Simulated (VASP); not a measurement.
Wanted: the native input for a VASP 6.6.1 run.

| Quantity | Value |
| --- | --- |
| Task | single point |
| Functional | PBEsol |
| Potentials or basis | VASP PAW PBE potentials, release 64 (Sb) |
| Cutoff | 520 eV |
| k mesh | 12 × 12 × 12 |
| Occupations | fermi-dirac, width 0.05 eV |
| Spin | no spin polarisation |
| Dipole correction | no |
| Further INCAR settings | ALGO = Normal; EDIFF = 1e-06; NBANDS = 8 |

The structure of Sb lies in POSCAR:

```
Sb
1.0
    0.0000000000      2.3050000000      2.3280500000
    2.3050000000      0.0000000000      2.3280500000
    2.3050000000      2.3050000000      0.0000000000
Sb
1
Direct
    0.0000000000      0.0000000000      0.0000000000
```

This cell differs from its parent crystal: zz strain of +1 %.

The input as run:

INCAR

```
SYSTEM = Sb
PREC = Accurate
ENCUT = 520
EDIFF = 1E-6
ISMEAR = -1
SIGMA = 0.05
LREAL = .False.
LASPH = .True.
NELM = 60
ALGO = Normal
ISIF = 2
LWAVE = .False.
LCHARG = .False.
GGA = PS
NBANDS = 8
```

KPOINTS

```
regular mesh
0
Gamma
  12 12 12
  0 0 0
```

Potentials or basis: VASP PAW PBE potentials, release 64 (Sb).

Run with:

```console
$ cat potpaw_PBE.64/Sb/POTCAR > POTCAR
$ mpirun -np 1 vasp_std > vasp.out
```

It gave:

```yaml
Pressure: 4.4 GPa
```

Caveat: the cell differs from its parent crystal (zz strain of +1 %); the PAW data sets were made with another functional, which shifts forces and pressure a little.

Wall time 40 s on 1 thread of AMD EPYC 7R43 64-Core Processor (Zen 3), on a shared host, peak memory 0.12 GiB.
